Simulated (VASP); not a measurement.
Wanted: the native input for a VASP 6.6.1 run.

```yaml
Task: single point
Functional: PBEsol
Potentials_or_basis: VASP PAW PBE potentials, release 64 (Ca_sv)
Cutoff: 520 eV
k_mesh: 8 × 8 × 4
Occupations: fermi-dirac, width 0.05 eV
Spin: no spin polarisation
Dipole_correction: no
Further_INCAR_settings: ALGO = Normal; EDIFF = 1e-06; NBANDS = 17
```

The structure of Ca lies in POSCAR:

```
Ca
1.0
    3.5948787208      0.0000000000      0.0000000000
   -1.7974393604      3.1132562957      0.0000000000
    0.0000000000      0.0000000000      5.9621961617
Ca
2
Direct
    0.6666666667      0.3333333333      0.7500000000
    0.3333333333      0.6666666667      0.2500000000
```

This isn't the form of Ca at room conditions, which is fcc.

These files were run (other wordings do the same):

INCAR

```
SYSTEM = Ca
  PREC = Accurate
  ENCUT = 520
  EDIFF = 1E-6
  ISMEAR = -1
  SIGMA = 0.05
  LREAL = .FALSE.
  LASPH = .TRUE.
  NELM = 100
  ALGO = Normal
  ISIF = 2
  LWAVE = .FALSE.
  LCHARG = .TRUE.
  GGA = PS
  LELF = .TRUE.
  LVHAR = .TRUE.
  NBANDS = 17
```

KPOINTS

```
Automatic mesh
0
G
  8 8 4
  0 0 0
```

Potentials or basis: VASP PAW PBE potentials, release 64 (Ca_sv).

Run with:

```console
$ cat potpaw_PBE.64/Ca_sv/POTCAR > POTCAR
$ mpirun -np 1 vasp_std > vasp.out
```

Results of the run:

```
Pressure               : 5.0 GPa
Band gap on the k mesh : zero (bands 10 and 11 overlap by 0.21 eV)
```

Caveat: the cell stands under pressure; the PAW data sets were made with another functional, which shifts forces and pressure a little.

Run time: 53 s on 1 thread of Intel Xeon 8259CL, on a shared host, peak memory 0.19 GiB.
